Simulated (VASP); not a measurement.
# GaSb (vib) (F-43m) in VASP: vibrations by perturbation theory with LDA

Aim: the vibrations by perturbation theory of GaSb (vib) with LDA.

All numbers are computed with VASP 6.6.1; they aren't measurements. Logs are shortened: lines on timing, memory, paths and dates and some standing lists are left out, and cuts for length are marked.

## 1. The cell of the first run

The structure is cubic, space group F-43m (No. 216). Conventional cell: a = 6.047 Å, b = 6.047 Å, c = 6.047 Å, α = 90.00°, β = 90.00°, γ = 90.00°. Ga (site symmetry -43m) has 4 Sb at 2.62 Å within 3.5 Å. Within 3.5 Å of Sb (site symmetry -43m) lie 4 Ga at 2.62 Å.

## 2. Vibrations by perturbation theory, LDA

File INCAR:

```
ALGO = Normal ; EDIFF = 1E-8
ENCUT = 520 ; GGA = CA
IBRION = 8 ; ISIF = 2
ISMEAR = 0 ; LASPH = T
LCHARG = T ; LREAL = F
LWAVE = F ; NELM = 100
NSW = 1 ; PREC = Accurate
SIGMA = 0.01
```

File KPOINTS:

```
k-points
0
Gamma
  8 8 8
```

File POSCAR:

```
GaSb
1.0
    0.0000000000      3.0234172919      3.0234172919
    3.0234172919      0.0000000000      3.0234172919
    3.0234172919      3.0234172919      0.0000000000
Ga Sb
1 1
Direct
    0.0000000000      0.0000000000      0.0000000000
    0.2500000000      0.2500000000      0.2500000000
```

Potentials or basis: VASP PAW LDA potentials, release 64 (Ga_d, Sb).

Command:

```bash
$ cat potpaw_LDA.64/Ga_d/POTCAR potpaw_LDA.64/Sb/POTCAR > POTCAR
$ mpirun -np 1 vasp_std > vasp.out
```

OUTCAR:

```text
EDIFF = 1E-8
   ENCUT = 520
   GGA = CA
   IBRION = 8
   ISIF = 2
   ISMEAR = 0
   LASPH = T
   LREAL = F
   NELM = 100
   NSW = 1
   PREC = Accurate

 ion  position               nearest neighbor table
   1  0.000  0.000  0.000-   2 2.62   2 2.62   2 2.62   2 2.62
   2  0.250  0.250  0.250-   1 2.62   1 2.62   1 2.62   1 2.62

  LATTYP: Found a face centered cubic cell.
 ALAT       =     6.0468345838

  Lattice vectors:

 A1 = (   0.0000000000,   3.0234172919,   3.0234172919)
 A2 = (   3.0234172919,   0.0000000000,   3.0234172919)
 A3 = (   3.0234172919,   3.0234172919,   0.0000000000)

Analysis of symmetry for initial positions (statically):
=====================================================================
 Subroutine PRICEL returns:
 Original cell was already a primitive cell.

 Routine SETGRP: Setting up the symmetry group for a
 face centered cubic supercell.

 Subroutine GETGRP returns: Found 24 space group operations
 (whereof 24 operations were pure point group operations)
 out of a pool of 48 trial point group operations.

The static configuration has the point symmetry T_d .

Analysis of symmetry for dynamics (positions and initial velocities):
=====================================================================
 Subroutine PRICEL returns:
 Original cell was already a primitive cell.

 Routine SETGRP: Setting up the symmetry group for a
 face centered cubic supercell.

 Subroutine GETGRP returns: Found 24 space group operations
 (whereof 24 operations were pure point group operations)
 out of a pool of 48 trial point group operations.

The dynamic configuration has the point symmetry T_d .

 Subroutine INISYM returns: Found 24 space group operations
 (whereof 24 operations are pure point group operations),
 and found     1 'primitive' translations

----------------------------------------------------------------------------------------

                                     Primitive cell

  volume of cell :      55.2744

  direct lattice vectors                    reciprocal lattice vectors
     0.000000000  3.023417292  3.023417292    -0.165375782  0.165375782  0.165375782
     3.023417292  0.000000000  3.023417292     0.165375782 -0.165375782  0.165375782
     3.023417292  3.023417292  0.000000000     0.165375782  0.165375782 -0.165375782

  length of vectors
     4.275757739  4.275757739  4.275757739     0.286439257  0.286439257  0.286439257

  position of ions in fractional coordinates (direct lattice)
     0.000000000  0.000000000  0.000000000
     0.250000000  0.250000000  0.250000000

  ion indices of the primitive-cell ions
   primitive index   ion index
                 1           1
                 2           2

----------------------------------------------------------------------------------------

 KPOINTS: k-points

Automatic generation of k-mesh.
 Grid dimensions read from file:
 generate k-points for:    8    8    8

 Generating k-lattice:

  Cartesian coordinates                     Fractional coordinates (reciprocal lattice)
    -0.020671973  0.020671973  0.020671973     0.125000000  0.000000000  0.000000000
     0.020671973 -0.020671973  0.020671973     0.000000000  0.125000000  0.000000000
     0.020671973  0.020671973 -0.020671973     0.000000000  0.000000000  0.125000000

  Length of vectors
     0.035804907  0.035804907  0.035804907

  Shift w.r.t. Gamma in fractional coordinates (k-lattice)
     0.000000000  0.000000000  0.000000000

 Subroutine IBZKPT returns following result:
 ===========================================

[... 76 lines left out ...]
   LEPSILON=     F    determine dielectric tensor
   LRPA    =     F    only Hartree local field effects (RPA)
 non-spin polarized calculation
 Gauss-broadening in eV      SIGMA  =   0.01
  energy-cutoff  :      520.00
  volume of cell :       55.27
 maximum number of plane-waves:      1524
   NGX = 15   NGY = 15   NGZ = 15

--------------------------------------- Ionic step        1  -------------------------------------------

 number of electron      17.9999990 magnetization

 Free energy of the ion-electron system (eV)
  ---------------------------------------------------
  ext. energy  EPLUGINS =         0.00000000
  ---------------------------------------------------
  free energy    TOTEN  =        -8.66635281 eV

  energy without entropy =       -8.66635281  energy(sigma->0) =       -8.66635281

 E-fermi :   5.1029     XC(G=0):  -9.5479

 val. band max:        5.0491115559   @ k =   0.0000   0.0000   0.0000
 cond. band min:       5.1753620127   @ k =   0.0000   0.0000   0.0000
 fundamental gap:      0.1262504568
 Fermi energy:         5.1029416570

 k-point     1 :       0.0000    0.0000    0.0000
  band No.  band energies     occupation
      1     -10.1719      2.00000
      2     -10.1719      2.00000
      3     -10.1719      2.00000
      4     -10.1171      2.00000
      5     -10.1171      2.00000
      6      -6.7168      2.00000
      7       5.0491      2.00000
      8       5.0491      2.00000
      9       5.0491      2.00000
     10       5.1754      0.00000
     11       7.7871      0.00000
     12       7.7871      0.00000
     13       7.7871      0.00000
[... 354 lines left out ...]
  band No.  band energies     occupation
      1     -10.2089      2.00000
      2     -10.1565      2.00000
      3     -10.1531      2.00000
      4     -10.1207      2.00000
      5     -10.1171      2.00000
      6      -4.6321      2.00000
      7      -1.4871      2.00000
      8       1.7962      2.00000
      9       3.0514      2.00000
     10       7.3596      0.00000
     11       8.3962      0.00000
     12      10.4686      0.00000
     13      11.4983      0.00000

 [... further k-points ...]
[... 5 lines left out ...]
  --------------------------------------------------------------------------------------
  -------------------------------------------------------------------------------------
  Total        0.0775520      0.0775520      0.0775520      0.0000000      0.0000000     -0.0000000
  in kB        2.2479108      2.2479108      2.2479108      0.0000000      0.0000000     -0.0000000
  external PRESSURE =       2.2479108 kB  Pullay stress =       0.0000000 kB

 VOLUME and BASIS-vectors are now :
 -----------------------------------------------------------------------------
  energy-cutoff  :      520.00
  volume of cell :       55.27
      direct lattice vectors                 reciprocal lattice vectors
     0.000000000  3.023417292  3.023417292    -0.165375782  0.165375782  0.165375782
     3.023417292  0.000000000  3.023417292     0.165375782 -0.165375782  0.165375782
     3.023417292  3.023417292  0.000000000     0.165375782  0.165375782 -0.165375782

 POSITION                                       TOTAL-FORCE (eV/Angst)
 -----------------------------------------------------------------------------------
      0.00000      0.00000      0.00000        -0.000000      0.000000     -0.000000
      1.51171      1.51171      1.51171         0.000000     -0.000000      0.000000
 -----------------------------------------------------------------------------------
    total drift:                                0.000000      0.000000      0.000000

  FREE ENERGIE OF THE ION-ELECTRON SYSTEM (eV)
  ---------------------------------------------------
  free  energy   TOTEN  =        -8.6663528137 eV

  energy  without entropy=       -8.6663528137  energy(sigma->0) =       -8.66635281

[... ionic steps 2 to 3 ...]

--------------------------------------- Ionic step        4  -------------------------------------------

------------------------ aborting loop because EDIFF is reached ----------------------------------------

[... ionic steps 5 to 6 ...]

--------------------------------------- Ionic step        7  -------------------------------------------

 Free energy of the ion-electron system (eV)
  ---------------------------------------------------
  ---------------------------------------------------
  free energy    TOTEN  =        -0.02649620 eV

  energy without entropy =       -0.02649620

------------------------ aborting loop because EDIFF is reached ----------------------------------------

 INTERNAL STRAIN TENSOR  FOR ION    2  DIRECTION 1   (eV/Angst):
 -----------------------------------------------------------------------------
     0.01445  0.00000  0.00000
     0.00000 -0.00441 -7.07314
     0.00000 -7.07314 -0.00441

 INTERNAL STRAIN TENSOR FOR ION    2 for displacements in x,y,z  (eV/Angst):
          X           Y           Z          XY          YZ          ZX
  --------------------------------------------------------------------------------
  x     0.00000     0.00000     0.00000     0.00000    -7.07314     0.00000
  y     0.00000     0.00000     0.00000     0.00000     0.00000    -7.07314
  z     0.00000     0.00000     0.00000    -7.07314     0.00000     0.00000

 SECOND DERIVATIVES (NOT SYMMETRIZED)
 ------------------------------------
               1X          1Y          1Z          2X          2Y          2Z
  1X    -8.457566    0.000000    0.000000    8.457566    0.000000    0.000000
  1Y     0.000000   -8.457566    0.000000    0.000000    8.457566    0.000000
  1Z     0.000000    0.000000   -8.457566    0.000000    0.000000    8.457566
  2X     8.524478    0.000000    0.000000   -8.524478    0.000000    0.000000
  2Y     0.000000    8.524478    0.000000    0.000000   -8.524478    0.000000
  2Z     0.000000    0.000000    8.524478    0.000000    0.000000   -8.524478

 Eigenvectors and eigenvalues of the dynamical matrix
 ----------------------------------------------------

   1 f  =    6.838016 THz    42.964525 2PiTHz  228.091678 cm-1    28.279751 meV
             X         Y         Z           dx          dy          dz
      0.000000  0.000000  0.000000     0.000000    0.796261    0.000000
      1.511709  1.511709  1.511709     0.000000   -0.604953    0.000000
[... 21 lines left out ...]
   6 f/i=    0.012978 THz     0.081545 2PiTHz    0.432910 cm-1     0.053674 meV
             X         Y         Z           dx          dy          dz
      0.000000  0.000000  0.000000     0.000000    0.000000   -0.604953
      1.511709  1.511709  1.511709     0.000000    0.000000   -0.796261

--------------------------------------------------------------------------------------------------------

 ELASTIC MODULI CONTR FROM IONIC RELAXATION (kBar)
 Direction    XX          YY          ZZ          XY          YZ          ZX
 --------------------------------------------------------------------------------
 XX          -0.0000     -0.0000      0.0000     -0.0000      0.0000      0.0000
 YY          -0.0000     -0.0000     -0.0000     -0.0000     -0.0000      0.0000
 ZZ           0.0000     -0.0000     -0.0000      0.0000     -0.0000      0.0000
 XY          -0.0000     -0.0000      0.0000   -173.5222      0.0000      0.0000
 YZ           0.0000     -0.0000     -0.0000      0.0000   -173.5222      0.0000
 ZX           0.0000      0.0000      0.0000      0.0000      0.0000   -173.5222
 --------------------------------------------------------------------------------
```

It took 3.5 min on 1 thread of Intel Xeon Platinum 8175M at 2.50GHz (Skylake/Cascade Lake), shared host; peak memory 0.32 GiB.

Results:

| Property | Result |
| --- | --- |
| Highest phonon frequency at Γ, LO-TO splitting left out | 228 cm⁻¹ |

Phonon frequencies in cm⁻¹ (negative: imaginary):
```csv
q point,frequencies
"(0.000, 0.000, 0.000)",0 0 0 228 228 228
```

Caveat: spin-orbit coupling is left out, which moves the levels of the heavy elements.
